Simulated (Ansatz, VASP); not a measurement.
**MgO: VASP beside Ansatz**

```xyz
2
Lattice="0.0632 2.1654 2.1654 2.1654 0.0632 2.1654 2.1654 2.1654 0.0632" Properties=species:S:1:pos:R:3 pbc="T T T"
Mg    0.0000    0.0000    0.0000
O     2.1970    2.1970    2.1970
```

Change from the starting cell: shear_111 strain +4.5%.

Alike in both runs: task single point; functional r2SCAN; k mesh 10 × 10 × 10; no spin polarisation.

|  | VASP | Ansatz |
| --- | --- | --- |
| version | VASP 6.6.1 | Ansatz 0.2.0 |
| potentials or method | VASP PAW PBE potentials, release 64 (Mg_sv, O) | plane waves, PAW |
| plane-wave cutoff (eV) | 750 | 500 |
| occupations | gaussian, width 0.01 eV | fixed |
| valence electrons in the cell | 16 | 16 |

Ansatz gave:

- gap on the k mesh at the Fermi level (eV): 5.09
- pressure (GPa): -6.7
- traceless stress, the component that is largest in VASP (GPa): -4.66

Task: What did VASP give for the same quantities?

Result: gap on the k mesh at the Fermi level (eV): 5.12; pressure (GPa): -6.8; traceless stress, the component that is largest in VASP (GPa): -4.77.

VASP's potentials were made for PBE, not for r2SCAN.
